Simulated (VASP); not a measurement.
Set up this calculation in VASP 6.6.1, as the native input.

```
Task                   : single point
Functional             : PBE
Potentials or basis    : VASP PAW PBE potentials, release 64 (Sn_d, Ge_d, O)
Cutoff                 : 520 eV
k mesh                 : 4 × 4 × 4
Occupations            : gaussian, width 0.1 eV
Spin                   : no spin polarisation
Dipole correction      : no
Further INCAR settings : ALGO = Normal; EDIFF = 1e-07; NBANDS = 50
```

The structure of Sn3GeO4 lies in POSCAR:

```
Sn3GeO4
1.0
    5.3823317000      0.0000000000      0.0000000000
    0.0000000000      5.3823317000      0.0000000000
    0.0000000000      0.0000000000      4.9673217000
Sn Ge O
3 1 4
Direct
    0.0000000000      0.5000000000      0.2330090000
    0.5000000000      0.0000000000      0.2330090000
    0.5000000000      0.5000000000      0.7568400000
    0.0000000000      0.0000000000      0.7986430000
    0.7546420000      0.2453580000      0.9946240000
    0.2453580000      0.7546420000      0.9946240000
    0.7546420000      0.7546420000      0.9946240000
    0.2453580000      0.2453580000      0.9946240000
```

These files were run (other wordings do the same):

INCAR

```
  PREC = Accurate
  ENCUT = 520
  EDIFF = 1E-7
  ISMEAR = 0
  SIGMA = 0.1
  LREAL = F
  LASPH = T
  NELM = 80
  ALGO = Normal
  ISIF = 2
  LWAVE = F
  LCHARG = F
  GGA = PE
  NBANDS = 50
```

KPOINTS

```
Automatic mesh
0
Gamma
  4 4 4
```

Potentials or basis: VASP PAW PBE potentials, release 64 (Sn_d, Ge_d, O).

Command:

```sh
$ cat potpaw_PBE.64/Sn_d/POTCAR potpaw_PBE.64/Ge_d/POTCAR potpaw_PBE.64/O/POTCAR > POTCAR
$ mpirun -np 1 vasp_std > vasp.out
```

Results of the run:

* Pressure: 0.2 GPa
* Largest force: 0.075 eV/Å
* Band gap on the k mesh: 0.74 eV (least direct gap 0.77 eV)

Caveat: semilocal functionals underestimate gaps, and a narrow one can read as zero; spin-orbit coupling is left out, which moves the levels of the heavy elements.

Wall time 2.2 min on 1 thread of Oxide Virtual Turin-like Processor, on a shared host, peak memory 0.26 GiB.
